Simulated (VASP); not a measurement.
# GaHCl (R-3m) in VASP: single point with r2SCAN

Aim: the single point of GaHCl with r2SCAN.

All numbers are computed with VASP 6.6.1; they aren't measurements. Logs are shortened: lines on timing, memory, paths and dates and some standing lists are left out, and cuts for length are marked.

**1. The cell of the first run**

Symmetry: R-3m, No. 166, trigonal system. The conventional cell has a = 3.343 Å, b = 3.343 Å, c = 31.470 Å, α = 90.00°, β = 90.00°, γ = 120.00°. H (site symmetry 3m) has 3 Ga at 2.03 Å within 2.7 Å. Within 3.4 Å of Cl (site symmetry 3m) lie 3 Ga at 2.54 Å and 3 H at 2.98 Å and 6 Cl at 3.34 Å. Within 2.7 Å of Ga (site symmetry 3m) lie 3 H at 2.03 Å and 3 Cl at 2.54 Å.

**2. Single point, r2SCAN**

POSCAR

```
GaHCl
1.0
    1.6713782819      2.8949121029      0.0000006147
   -1.6713782819      2.8949121029      0.0000006147
   -1.6713782819      0.9649684735     10.4899999021
H Cl Ga
2 2 2
Direct
    0.2087429483      0.5825141033      0.6262288450
    0.7912570517      0.4174858967      0.3737711550
    0.3857069993      0.2285860013      0.1571209980
    0.6142930007      0.7714139987      0.8428790020
    0.1047801972      0.7904396056      0.3143405915
    0.8952198028      0.2095603944      0.6856594085
```

INCAR.step1

```
PREC = Accurate
ENCUT = 520
ISMEAR = -1
SIGMA = 0.1
LREAL = False
LASPH = True
NELM = 100
NBANDS = 30
GGA = PE
ALGO = Normal
EDIFF = 1E-4
LWAVE = True
LCHARG = False
```

INCAR.step2

```
PREC = Accurate
ENCUT = 520
EDIFF = 1E-7
ISMEAR = -1
SIGMA = 0.1
LREAL = False
LASPH = True
NELM = 100
ALGO = Normal
ISIF = 2
LWAVE = False
LCHARG = False
METAGGA = R2SCAN
LMIXTAU = True
NBANDS = 30
ISTART = 1
```

KPOINTS

```
regular mesh
0
Gamma
  6 6 6
```

Potentials or basis: VASP PAW PBE potentials, release 64 (H, Cl, Ga_d).

Started as:

```console
$ cat potpaw_PBE.64/H/POTCAR potpaw_PBE.64/Cl/POTCAR potpaw_PBE.64/Ga_d/POTCAR > POTCAR
$ cp INCAR.step1 INCAR
$ mpirun -np 1 vasp_std > vasp.out
$ cp INCAR.step2 INCAR
$ mpirun -np 1 vasp_std > vasp.out
```

OUTCAR:

```text
PREC = Accurate
   ENCUT = 520
   EDIFF = 1E-7
   ISMEAR = -1
   LREAL = False
   LASPH = True
   NELM = 100
   ISIF = 2
   METAGGA = R2SCAN
   ISTART = 1

 ion  position               nearest neighbor table
   1  0.209  0.583  0.626-
   2  0.791  0.417  0.374-
   3  0.386  0.229  0.157-   5 2.54   5 2.54   5 2.54
   4  0.614  0.771  0.843-   6 2.54   6 2.54   6 2.54
   5  0.105  0.790  0.314-   3 2.54   3 2.54   3 2.54
   6  0.895  0.210  0.686-   4 2.54   4 2.54   4 2.54

  LATTYP: Found a trigonal (rhomboedric) cell.
 ALAT       =    10.6660567907
 COS(alpha) =     0.9508897979

  Lattice vectors:

 A1 = (  -1.6713782819,   0.9649684735,  10.4899999021)
 A2 = (   0.0000000000,  -1.9299436294,  10.4899992874)
 A3 = (   1.6713782819,   0.9649684735,  10.4899999021)

Analysis of symmetry for initial positions (statically):
=====================================================================
 Subroutine PRICEL returns:
 Original cell was already a primitive cell.

 Routine SETGRP: Setting up the symmetry group for a
 trigonal (rhombohedral) supercell.

 Subroutine GETGRP returns: Found 12 space group operations
 (whereof 12 operations were pure point group operations)
 out of a pool of 12 trial point group operations.

The static configuration has the point symmetry D_3d.

Analysis of symmetry for dynamics (positions and initial velocities):
=====================================================================
 Subroutine PRICEL returns:
 Original cell was already a primitive cell.

 Routine SETGRP: Setting up the symmetry group for a
 trigonal (rhombohedral) supercell.

 Subroutine GETGRP returns: Found 12 space group operations
 (whereof 12 operations were pure point group operations)
 out of a pool of 12 trial point group operations.

The dynamic configuration has the point symmetry D_3d.

 Subroutine INISYM returns: Found 12 space group operations
 (whereof 12 operations are pure point group operations),
 and found     1 'primitive' translations

----------------------------------------------------------------------------------------

                                     Primitive cell

  volume of cell :     101.5116

  direct lattice vectors                    reciprocal lattice vectors
     1.671378282  2.894912103  0.000000615     0.299154300  0.172716809  0.031776332
    -1.671378282  2.894912103  0.000000615    -0.299154300  0.172716829 -0.063552555
    -1.671378282  0.964968474 10.489999902     0.000000000 -0.000000020  0.095328887

  length of vectors
[... 94 lines left out ...]
   IBRION =     -1    ionic relax: 0-MD 1-quasi-New 2-CG
   NFREE  =      0    steps in history (QN), initial steepest desc. (CG)
   ISIF   =      2    stress and relaxation
   ISYM   =      2    0-nonsym 1-usesym 2-fastsym
   POTIM  = 0.5000    time-step for ionic-motion
   TEBEG  =    0.0;   TEEND  =   0.0 temperature during run
   PSTRESS=    0.0 pullay stress
   NELECT =      42.0000    total number of electrons
   NUPDOWN=      -1.0000    fix difference up-down
   EMIN   =  10.00;   EMAX   =-10.00  energy-range for DOS
   EFERMI =   0.00;   METHOD = LEGACY
   ISMEAR =    -1;   SIGMA  =   0.10  broadening in eV -4-tet -1-fermi 0-gaus
   EFERMI_NEDOS =   21; number of points for ismear=-14 and -15
   IALGO  =     38    algorithm
   IMIX   =      4    mixing-type and parameters
     AMIX     =   0.40;   BMIX     =  1.00
     AMIX_MAG =   1.60;   BMIX_MAG =  1.00
  volume/ion in A,a.u.               =      16.92       114.17
  Fermi-wavevector in a.u.,A,eV,Ry     =   1.219886  2.305251 20.247140  1.488123
  Thomas-Fermi vector in A             =   2.355123
   LORBIT       =      0    0 simple, 1 ext, 2 COOP (PROOUT), +10 PAW based schemes
   METAGGA = R2SCAN    functional components
   LHFCALC =     F    Hartree Fock is set to
   AEXX    =    0.0000 exact exchange contribution
   IVDW    =     0    specifies the selected vdW correction
   LEPSILON=     F    determine dielectric tensor
   LRPA    =     F    only Hartree local field effects (RPA)
 non-spin polarized calculation
  energy-cutoff  :      520.00
  volume of cell :      101.51
 maximum number of plane-waves:      2751
 NGX is ok and might be reduce to    28
   NGX = 13   NGY = 13   NGZ = 39

 number of electron      42.0000000 magnetization

 Free energy of the ion-electron system (eV)
  ---------------------------------------------------
  ext. energy  EPLUGINS =         0.00000000
  ---------------------------------------------------
  free energy    TOTEN  =       -43.34980865 eV

  energy without entropy =      -43.31830962  energy(sigma->0) =      -43.33405914

 E-fermi :   2.5708     XC(G=0):  -9.7622

 val. band max:        2.5704035381   @ k =  -0.0000   0.3333  -0.0000
 cond. band min:       2.5738410910   @ k =   0.3333   0.0000   0.0000
 fundamental gap:      0.0034375529
 Fermi energy:         2.5707532731

 k-point     1 :       0.0000    0.0000    0.0000
  band No.  band energies     occupation
      1     -14.5764      2.00000
      2     -14.4620      2.00000
      3     -12.6648      2.00000
      4     -12.6646      2.00000
      5     -12.6596      2.00000
      6     -12.6595      2.00000
[... 781 lines left out ...]
     29      10.2439      0.00000
     30      11.1411      0.00000

 [... further k-points ...]

------------------------ aborting loop because EDIFF is reached ----------------------------------------

  FORCE on cell =-STRESS in cart. coord.  units (eV):
  Direction    XX          YY          ZZ          XY          YZ          ZX
  --------------------------------------------------------------------------------------
  -------------------------------------------------------------------------------------
  Total       -0.0411963     -0.0411963     -0.0388327     -0.0000000     -0.0000000      0.0000000
  in kB       -0.6502085     -0.6502085     -0.6129042     -0.0000000     -0.0000000      0.0000000
  external PRESSURE =      -0.6377738 kB  Pullay stress =       0.0000000 kB

 VOLUME and BASIS-vectors are now :
 -----------------------------------------------------------------------------
  energy-cutoff  :      520.00
  volume of cell :      101.51
      direct lattice vectors                 reciprocal lattice vectors
     1.671378282  2.894912103  0.000000615     0.299154300  0.172716809  0.031776332
    -1.671378282  2.894912103  0.000000615    -0.299154300  0.172716829 -0.063552555
    -1.671378282  0.964968474 10.489999902     0.000000000 -0.000000020  0.095328887

 POSITION                                       TOTAL-FORCE (eV/Angst)
 -----------------------------------------------------------------------------------
     -1.67138      2.89491      6.56914         0.000000      0.000000     -0.001347
      0.00000      3.85988      3.92086        -0.000000     -0.000000      0.001347
     -0.00000      1.92994      1.64820        -0.000000      0.000000     -0.009515
     -1.67138      4.82485      8.84180         0.000000     -0.000000      0.009515
     -1.67138      2.89491      3.29743         0.000000     -0.000000      0.002284
     -0.00000      3.85988      7.19257        -0.000000      0.000000     -0.002284
 -----------------------------------------------------------------------------------
    total drift:                                0.000000      0.000000     -0.000000

  FREE ENERGIE OF THE ION-ELECTRON SYSTEM (eV)
  ---------------------------------------------------
  free  energy   TOTEN  =       -43.3498086495 eV

  energy  without entropy=      -43.3183096226  energy(sigma->0) =      -43.33405914
```

OSZICAR.step1:

```text
N       E                     dE             d eps       ncg     rms          rms(c)
DAV:   1     0.372834135304E+03    0.37283E+03   -0.19899E+04  2074   0.197E+03
DAV:   2     0.369987991955E+02   -0.33584E+03   -0.31871E+03  2122   0.510E+02
DAV:   3    -0.152342672055E+02   -0.52233E+02   -0.50981E+02  2302   0.143E+02
DAV:   4    -0.178529183830E+02   -0.26187E+01   -0.26089E+01  2606   0.348E+01
DAV:   5    -0.179177283415E+02   -0.64810E-01   -0.64785E-01  2318   0.492E+00    0.770E+00
DAV:   6    -0.174102522109E+02    0.50748E+00   -0.60605E-01  2936   0.956E+00    0.479E+00
DAV:   7    -0.173334214721E+02    0.76831E-01   -0.47117E-01  2676   0.471E+00    0.117E+00
DAV:   8    -0.173348889641E+02   -0.14675E-02   -0.92749E-02  2738   0.375E+00    0.350E-01
DAV:   9    -0.173354269868E+02   -0.53802E-03   -0.81077E-03  2422   0.107E+00    0.117E-01
DAV:  10    -0.173357632839E+02   -0.33630E-03   -0.15129E-03  2196   0.241E-01    0.505E-02
DAV:  11    -0.173358429688E+02   -0.79685E-04   -0.84243E-05  1880   0.931E-02
   1 F= -.17335843E+02 E0= -.17317721E+02  d E =-.362432E-01
```

Wall time 15 min (1 thread of AMD EPYC, shared host); peak memory 0.27 GiB.

Results:

- Free energy: -43.3498 eV
- Pressure: -0.1 GPa
- Largest force: 0.010 eV/Å
- Band gap on the k mesh: zero (bands 21 and 22 overlap by 4.29 eV)

Forces on the atoms (eV/Å):
```
H    0.000  0.000 -0.001
H    0.000  0.000  0.001
Cl   0.000  0.000 -0.010
Cl   0.000  0.000  0.010
Ga   0.000  0.000  0.002
Ga   0.000  0.000 -0.002
```

Caveat: the k points lie up to 0.36 Å⁻¹ apart, too coarse for converged energies and pressures of a metal; the PAW data sets were made with another functional, which shifts forces and pressure a little.
